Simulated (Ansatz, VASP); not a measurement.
Two plane-wave programs on Re3B2

```
Re B
1.0
     3.54298    0.00000    0.00000
    -1.77149    3.06831    0.00000
     0.00000    0.00000    5.60477
Re B
3 2
Direct
  0.00000 0.00000 0.00000
  0.33333 0.66667 0.64922
  0.66667 0.33333 0.35078
  0.33333 0.66667 0.22719
  0.66667 0.33333 0.77281
```

Alike in both runs: functional PBE; k mesh 12 × 12 × 8; occupations gaussian, width 0.1 eV; no spin polarisation.

Ansatz relaxed the structure, and its values are those at the end. VASP's run is a single point on that final structure, the one shown.

|  | VASP | Ansatz |
| --- | --- | --- |
| version | VASP 6.6.1 | Ansatz 0.2.0 |
| potentials or method | VASP PAW PBE potentials, release 64 (Re, B), cutoff 520 eV | scalar-relativistic, plane waves, PAW |
| valence electrons in the cell | 27 | 51 |

|  | VASP | Ansatz | Ansatz less VASP |
| --- | --- | --- | --- |
| gap on the k mesh at the Fermi level (eV) | none | none | - |
| pressure (GPa) | 0.8 | 0.0 | -0.85 |
| rms of the force components (eV/Å) | 0.031 | 0.001 | -0.0300 |

A gap of «none» marks a metal or a gap that the smearing closes. With one functional, cell and mesh, what is left measures potentials, basis and numerics. VASP's potentials hold 27 valence electrons a cell and Ansatz's 51, so a difference there can come from the potentials and not from the codes.

Spin-orbit coupling is off throughout.
